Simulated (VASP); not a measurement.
# BaTiO3 (Pm) in VASP: single point with r2SCAN+U

Aim: the single point of BaTiO3 with r2SCAN+U.

All numbers are computed with VASP 6.6.1; they aren't measurements. Logs are shortened: lines on timing, memory, paths and dates and some standing lists are left out, and cuts for length are marked.

## Step 1: The cell of the first run

Symmetry: Pm, No. 6, monoclinic system. Conventional cell: a = 4.024 Å, b = 3.995 Å, c = 4.024 Å, α = 90.00°, β = 90.11°, γ = 90.00°. Ba (site symmetry m) has 10 O at 2.39 to 2.86 Å within 3.2 Å. Ti (site symmetry m) has 6 O at 1.91 to 2.12 Å within 2.5 Å. Within 3.0 Å of O (site symmetry m) lie 2 Ti at 2.12 Å and 2 Ba at 2.39 to 2.45 Å and 6 O at 2.44 to 2.92 Å. Within 2.5 Å of O (site symmetry m) lie 2 Ti at 1.91 to 2.12 Å. Within 2.5 Å of O (site symmetry m) lie 2 Ti at 1.91 to 2.12 Å and 2 O at 2.44 Å.

## Step 2: Single point, r2SCAN+U (atom 3 (O) moved by (-0.450, -0.450) A along y and z)

POSCAR

```
BaTiO3
1.0
    3.9951440287      0.0000000000      0.0000000000
    0.0000000000      2.8424767306      2.8480072403
    0.0000000000     -2.8424767306      2.8480072403
Ba Ti O
1 1 3
Direct
    0.0000000000      0.0044061011      0.0044061011
    0.5000000000      0.5135753575      0.5135753575
    0.0000000000      0.3365544723      0.4948671140
    0.5000000000      0.4954342957      0.9880908444
    0.5000000000      0.9880908444      0.4954342957
```

INCAR.step1

```
  PREC = Accurate
  ENCUT = 520
  ISMEAR = 0
  SIGMA = 0.05
  LREAL = F
  LASPH = T
  NELM = 150
  LMAXMIX = 4
  LDAU = T
  LDAUTYPE = 2
  LDAUL = -1 2 -1
  LDAUU = 0 4 0
  LDAUJ = 0 0 0
  NBANDS = 28
  GGA = PE
  ALGO = Normal
  EDIFF = 1E-4
  LWAVE = T
  LCHARG = F
```

INCAR.step2

```
  PREC = Accurate
  ENCUT = 520
  EDIFF = 1E-7
  ISMEAR = 0
  SIGMA = 0.05
  LREAL = F
  LASPH = T
  NELM = 150
  ALGO = Normal
  ISIF = 2
  LWAVE = F
  LCHARG = F
  LMAXMIX = 4
  LDAU = T
  LDAUTYPE = 2
  LDAUL = -1 2 -1
  LDAUU = 0 4 0
  LDAUJ = 0 0 0
  LDAUPRINT = 1
  METAGGA = R2SCAN
  LMIXTAU = T
  NBANDS = 28
  ISTART = 1
```

KPOINTS

```
regular mesh
0
Gamma
  6 6 6
```

Potentials or basis: VASP PAW PBE potentials, release 64 (Ba_sv, Ti_sv, O).

Launch:

```console
$ cat potpaw_PBE.64/Ba_sv/POTCAR potpaw_PBE.64/Ti_sv/POTCAR potpaw_PBE.64/O/POTCAR > POTCAR
$ cp INCAR.step1 INCAR
$ mpirun -np 1 vasp_std > vasp.out
$ cp INCAR.step2 INCAR
$ mpirun -np 1 vasp_std > vasp.out
```

OUTCAR:

```text
PREC = Accurate
   ENCUT = 520
   EDIFF = 1E-7
   ISMEAR = 0
   LREAL = F
   LASPH = T
   NELM = 150
   ISIF = 2
   METAGGA = R2SCAN
   ISTART = 1

 ion  position               nearest neighbor table
   1  0.000  0.004  0.004-   3 2.39   3 2.45   5 2.81   4 2.81   4 2.81   5 2.81   5 2.86   4 2.86
                             5 2.86   4 2.86   3 3.33   2 3.44   2 3.44   2 3.47   2 3.47   2 3.47
   2  0.500  0.514  0.514-   4 1.91   5 1.91   4 2.12   5 2.12   3 2.12   3 2.12   1 3.44   1 3.44
                             1 3.47   1 3.47   1 3.47   1 3.47   1 3.52   1 3.52
   3  0.000  0.337  0.495-   2 2.12   2 2.12   1 2.39   1 2.45   1 3.33
   4  0.500  0.495  0.988-   2 1.91   2 2.12   1 2.81   1 2.81   1 2.86   1 2.86
   5  0.500  0.988  0.495-   2 1.91   2 2.12   1 2.81   1 2.81   1 2.86   1 2.86

  LATTYP: Found a base centered orthorhombic cell.
 ALAT       =     5.6849534612
 B/A-ratio  =     1.0019456658
 C/A-ratio  =     0.7027575610

  Lattice vectors:

 A1 = (   0.0000000000,   2.8424767306,  -2.8480072403)
 A2 = (   0.0000000000,   2.8424767306,   2.8480072403)
 A3 = (   3.9951440287,   0.0000000000,   0.0000000000)

Analysis of symmetry for initial positions (statically):
=====================================================================
 Subroutine PRICEL returns:
 Original cell was already a primitive cell.

 Routine SETGRP: Setting up the symmetry group for a
 base centered orthorhombic supercell.

 Subroutine GETGRP returns: Found  2 space group operations
 (whereof  2 operations were pure point group operations)
 out of a pool of  8 trial point group operations.

The static configuration has the point symmetry C_1h.

Analysis of symmetry for dynamics (positions and initial velocities):
=====================================================================
 Subroutine PRICEL returns:
 Original cell was already a primitive cell.

 Routine SETGRP: Setting up the symmetry group for a
 base centered orthorhombic supercell.

 Subroutine GETGRP returns: Found  2 space group operations
 (whereof  2 operations were pure point group operations)
 out of a pool of  8 trial point group operations.

The dynamic configuration has the point symmetry C_1h.

 Subroutine INISYM returns: Found  2 space group operations
 (whereof  2 operations are pure point group operations),
 and found     1 'primitive' translations

----------------------------------------------------------------------------------------

                                     Primitive cell

  volume of cell :      64.6845

  direct lattice vectors                    reciprocal lattice vectors
     3.995144029  0.000000000  0.000000000     0.250303867  0.000000000  0.000000000
     0.000000000  2.842476731  2.848007240     0.000000000  0.175902935  0.175561351
     0.000000000 -2.842476731  2.848007240     0.000000000 -0.175902935  0.175561351

  length of vectors
     3.995144029  4.023781704  4.023781704     0.250303867  0.248522898  0.248522898

  position of ions in fractional coordinates (direct lattice)
     0.000000000  0.004406101  0.004406101
     0.500000000  0.513575358  0.513575358
     0.000000000  0.336554472  0.494867114
     0.500000000  0.495434296  0.988090844
     0.500000000  0.988090844  0.495434296

  ion indices of the primitive-cell ions
   primitive index   ion index
                 1           1
                 2           2
                 3           3
                 4           4
                 5           5

----------------------------------------------------------------------------------------

 KPOINTS: regular mesh

Automatic generation of k-mesh.
 Grid dimensions read from file:
 generate k-points for:    6    6    6

 Generating k-lattice:

  Cartesian coordinates                     Fractional coordinates (reciprocal lattice)
     0.041717311  0.000000000  0.000000000     0.166666667  0.000000000  0.000000000
     0.000000000  0.029317156  0.029260225     0.000000000  0.166666667  0.000000000
     0.000000000 -0.029317156  0.029260225     0.000000000  0.000000000  0.166666667

  Length of vectors
     0.041717311  0.041420483  0.041420483

  Shift w.r.t. Gamma in fractional coordinates (k-lattice)
     0.000000000  0.000000000  0.000000000

 Subroutine IBZKPT returns following result:
 ===========================================

 Found     80 irreducible k-points:

 Following reciprocal coordinates:
            Coordinates               Weight
  0.000000  0.000000  0.000000      1.000000
  0.166667  0.000000  0.000000      2.000000
  0.333333  0.000000  0.000000      2.000000
  0.500000  0.000000  0.000000      1.000000
  0.000000  0.166667 -0.000000      2.000000
  0.000000  0.000000 -0.166667      2.000000
[... 16 lines left out ...]
  0.166667  0.500000  0.000000      2.000000
 -0.166667  0.000000  0.500000      2.000000
 [... further k-points ...]
   k-points           NKPTS =     80   k-points in BZ     NKDIM =     80   number of bands    NBANDS=     28
   number of dos      NEDOS =    301   number of ions     NIONS =      5
   total plane-waves  NPLWV =  27000
   dimension x,y,z NGX =    30 NGY =   30 NGZ =   30
   dimension x,y,z NGXF=    60 NGYF=   60 NGZF=   60
   ions per type =               1   1   3
   NGX,Y,Z   is equivalent  to a cutoff of  12.48, 12.39, 12.39 a.u.
   NGXF,Y,Z  is equivalent  to a cutoff of  24.97, 24.79, 24.79 a.u.
 SYSTEM =  unknown system
   PREC   = accura    normal or accurate (medium, high low for compatibility)
   ISTART =      1    job   : 0-new  1-cont  2-samecut
   ICHARG =      0    charge: 1-file 2-atom 10-const
   ISPIN  =      1    spin polarized calculation?
   LNONCOLLINEAR =      F non collinear calculations
   LSORBIT =      F    spin-orbit coupling
   LASPH  =      T    aspherical Exc in radial PAW
   ENCUT  =  520.0 eV  38.22 Ry    6.18 a.u.   7.43  7.48  7.48*2*pi/ulx,y,z
   NELM   =    150;   NELMIN=  2; NELMDL=  0     # of ELM steps
   EDIFF  = 0.1E-06   stopping-criterion for ELM
   LREAL  =      F    real-space projection
   EDIFFG = 0.1E-05   stopping-criterion for IOM
   NSW    =      0    number of steps for IOM
   IBRION =     -1    ionic relax: 0-MD 1-quasi-New 2-CG
   NFREE  =      0    steps in history (QN), initial steepest desc. (CG)
   ISIF   =      2    stress and relaxation
   ISYM   =      2    0-nonsym 1-usesym 2-fastsym
   POTIM  = 0.5000    time-step for ionic-motion
   TEBEG  =    0.0;   TEEND  =   0.0 temperature during run
   PSTRESS=    0.0 pullay stress
   NELECT =      40.0000    total number of electrons
   NUPDOWN=      -1.0000    fix difference up-down
   EMIN   =  10.00;   EMAX   =-10.00  energy-range for DOS
   EFERMI =   0.00;   METHOD = LEGACY
   ISMEAR =     0;   SIGMA  =   0.05  broadening in eV -4-tet -1-fermi 0-gaus
   EFERMI_NEDOS =   21; number of points for ismear=-14 and -15
   IALGO  =     38    algorithm
   IMIX   =      4    mixing-type and parameters
     AMIX     =   0.40;   BMIX     =  1.00
     AMIX_MAG =   1.60;   BMIX_MAG =  1.00
  volume/ion in A,a.u.               =      12.94        87.30
  Fermi-wavevector in a.u.,A,eV,Ry     =   1.394745  2.635685 26.467582  1.945312
  Thomas-Fermi vector in A             =   2.518264
   LORBIT       =      0    0 simple, 1 ext, 2 COOP (PROOUT), +10 PAW based schemes
 LDA+U is selected, type is set to LDAUTYPE =  2
   angular momentum for each species LDAUL =    -1    2   -1
   U (eV)           for each species LDAUU =   0.0  4.0  0.0
   J (eV)           for each species LDAUJ =   0.0  0.0  0.0
   METAGGA = R2SCAN    functional components
   LHFCALC =     F    Hartree Fock is set to
   AEXX    =    0.0000 exact exchange contribution
   IVDW    =     0    specifies the selected vdW correction
   LEPSILON=     F    determine dielectric tensor
   LRPA    =     F    only Hartree local field effects (RPA)
 non-spin polarized calculation
 Gauss-broadening in eV      SIGMA  =   0.05
  energy-cutoff  :      520.00
  volume of cell :       64.68
 maximum number of plane-waves:      1765
 NGX is ok and might be reduce to    30
   NGX = 15   NGY = 15   NGZ = 15

atom =   2  type =  2  l = 2

 onsite density matrix

spin component  1

  0.1026  0.0000  0.0000  0.0161  0.0000
  0.0000  0.2400 -0.0022  0.0000  0.0017
  0.0000 -0.0022  0.1264  0.0000 -0.0427
  0.0161  0.0000  0.0000  0.1068  0.0000
  0.0000  0.0017 -0.0427  0.0000  0.1876

spin component  2

  0.1026  0.0000  0.0000  0.0161  0.0000
  0.0000  0.2400 -0.0022  0.0000  0.0017
  0.0000 -0.0022  0.1264  0.0000 -0.0427
  0.0161  0.0000  0.0000  0.1068  0.0000
  0.0000  0.0017 -0.0427  0.0000  0.1876

 occupancies and eigenvectors

  o =  0.0885  v = -0.7512  0.0000  0.0000  0.6601  0.0000  0.0000  0.0000  0.0000  0.0000  0.0000      0.0000  0.0000  0.0000  0.0000  0.0000  0.0000  0.0000  0.0000  0.0000  0.0000
  o =  0.0885  v =  0.0000  0.0000  0.0000  0.0000  0.0000 -0.7512  0.0000  0.0000  0.6601  0.0000      0.0000  0.0000  0.0000  0.0000  0.0000  0.0000  0.0000  0.0000  0.0000  0.0000
  o =  0.1045  v =  0.0000  0.0085  0.8895  0.0000  0.4569  0.0000  0.0000  0.0000  0.0000  0.0000      0.0000  0.0000  0.0000  0.0000  0.0000  0.0000  0.0000  0.0000  0.0000  0.0000
  o =  0.1045  v =  0.0000  0.0000  0.0000  0.0000  0.0000  0.0000  0.0085  0.8895  0.0000  0.4569      0.0000  0.0000  0.0000  0.0000  0.0000  0.0000  0.0000  0.0000  0.0000  0.0000
  o =  0.1209  v =  0.0000  0.0000  0.0000  0.0000  0.0000 -0.6601  0.0000  0.0000 -0.7512  0.0000      0.0000  0.0000  0.0000  0.0000  0.0000  0.0000  0.0000  0.0000  0.0000  0.0000
  o =  0.1209  v = -0.6601  0.0000  0.0000 -0.7512  0.0000  0.0000  0.0000  0.0000  0.0000  0.0000      0.0000  0.0000  0.0000  0.0000  0.0000  0.0000  0.0000  0.0000  0.0000  0.0000
  o =  0.2093  v =  0.0000  0.0826  0.4548  0.0000 -0.8868  0.0000  0.0000  0.0000  0.0000  0.0000      0.0000  0.0000  0.0000  0.0000  0.0000  0.0000  0.0000  0.0000  0.0000  0.0000
  o =  0.2093  v =  0.0000  0.0000  0.0000  0.0000  0.0000  0.0000  0.0826  0.4548  0.0000 -0.8868      0.0000  0.0000  0.0000  0.0000  0.0000  0.0000  0.0000  0.0000  0.0000  0.0000
  o =  0.2402  v =  0.0000  0.0000  0.0000  0.0000  0.0000  0.0000 -0.9965  0.0453  0.0000 -0.0696      0.0000  0.0000  0.0000  0.0000  0.0000  0.0000  0.0000  0.0000  0.0000  0.0000
  o =  0.2402  v =  0.0000 -0.9965  0.0453  0.0000 -0.0696  0.0000  0.0000  0.0000  0.0000  0.0000      0.0000  0.0000  0.0000  0.0000  0.0000  0.0000  0.0000  0.0000  0.0000  0.0000

 number of electron      39.9999990 magnetization

 Free energy of the ion-electron system (eV)
  ---------------------------------------------------
  ext. energy  EPLUGINS =         0.00000000
  ---------------------------------------------------
  free energy    TOTEN  =       -70.26583684 eV

  energy without entropy =      -70.26583684  energy(sigma->0) =      -70.26583684

 E-fermi :   4.0269     XC(G=0): -11.8587

 val. band max:        3.6403539685   @ k =   0.5000   0.5000   0.5000
 cond. band min:       6.3344351803   @ k =   0.0000   0.0000   0.0000
 fundamental gap:      2.6940812119
 Fermi energy:         4.0269171743

 k-point     1 :       0.0000    0.0000    0.0000
  band No.  band energies     occupation
      1     -56.3934      2.00000
      2     -31.5352      2.00000
      3     -31.4801      2.00000
      4     -31.4777      2.00000
      5     -21.6894      2.00000
      6     -14.3472      2.00000
[... 20 lines left out ...]
     27      10.7321      0.00000
     28      11.1451      0.00000

 k-point     2 :       0.1667    0.0000    0.0000
  band No.  band energies     occupation
      1     -56.3931      2.00000
      2     -31.5349      2.00000
      3     -31.4889      2.00000
      4     -31.4765      2.00000
      5     -21.6559      2.00000
      6     -14.3846      2.00000
[... 674 lines left out ...]
 k-point    24 :      -0.1667    0.0000    0.5000
  band No.  band energies     occupation
      1     -56.3922      2.00000
      2     -31.5814      2.00000
      3     -31.4870      2.00000
      4     -31.4748      2.00000
      5     -21.4848      2.00000
      6     -14.6841      2.00000
[... 20 lines left out ...]
     27      12.0592      0.00000
     28      12.3275      0.00000

 [... further k-points ...]

------------------------ aborting loop because EDIFF is reached ----------------------------------------

  FORCE on cell =-STRESS in cart. coord.  units (eV):
  Direction    XX          YY          ZZ          XY          YZ          ZX
  --------------------------------------------------------------------------------------
  -------------------------------------------------------------------------------------
  Total        1.3576091      3.2173557      3.9488366      0.0000000     -1.5585687      0.0000000
  in kB       33.6267478     79.6909897     97.8091090      0.0000000    -38.6043371      0.0000000
  external PRESSURE =      70.3756155 kB  Pullay stress =       0.0000000 kB

 VOLUME and BASIS-vectors are now :
 -----------------------------------------------------------------------------
  energy-cutoff  :      520.00
  volume of cell :       64.68
      direct lattice vectors                 reciprocal lattice vectors
     3.995144029  0.000000000  0.000000000     0.250303867  0.000000000  0.000000000
     0.000000000  2.842476731  2.848007240     0.000000000  0.175902935  0.175561351
     0.000000000 -2.842476731  2.848007240     0.000000000 -0.175902935  0.175561351

 POSITION                                       TOTAL-FORCE (eV/Angst)
 -----------------------------------------------------------------------------------
      0.00000      0.00000      0.02510         0.000000     -0.731575     -1.158364
      1.99757      0.00000      2.92533         0.000000     -0.771704     -1.322488
      0.00000     -0.45000      2.36789         0.000000      3.046653      3.532242
      1.99757     -1.40036      4.22509         0.000000     -0.052086      0.428895
      1.99757      1.40036      4.22509         0.000000     -1.491287     -1.480285
 -----------------------------------------------------------------------------------
    total drift:                                0.000000      0.002021      0.011310

  FREE ENERGIE OF THE ION-ELECTRON SYSTEM (eV)
  ---------------------------------------------------
  free  energy   TOTEN  =       -70.2658368400 eV

  energy  without entropy=      -70.2658368400  energy(sigma->0) =      -70.26583684
```

Run time: 5 min. Hardware: 1 thread of AMD EPYC 9R45 (Zen 5), shared host; peak memory 0.25 GiB.

Results:

```yaml
Free_energy: -70.2658 eV
Pressure: 7.0 GPa
Largest_force: 4.665 eV/Å
Band_gap_on_the_k_mesh: 2.69 eV (least direct gap 2.97 eV)
```

Forces on the atoms (eV/Å):
```
Ba   0.000 -0.732 -1.158
Ti   0.000 -0.772 -1.322
O    0.000  3.047  3.532
O    0.000 -0.052  0.429
O    0.000 -1.491 -1.480
```

Eigenvalues of the final occupation matrices:
| site | spin | trace | eigenvalues |
| --- | --- | --- | --- |
| site 2 d | 1 | 0.76 | 0.09 0.10 0.12 0.21 0.24 |
| site 2 d | 2 | 0.76 | 0.09 0.10 0.12 0.21 0.24 |

Caveat: the cell differs from its parent crystal (atom 3 (O) moved by (-0.450, -0.450) A along y and z); the cell stands under pressure; the PAW data sets were made with another functional, which shifts forces and pressure a little; spin-orbit coupling is left out, which moves the levels of the heavy elements.
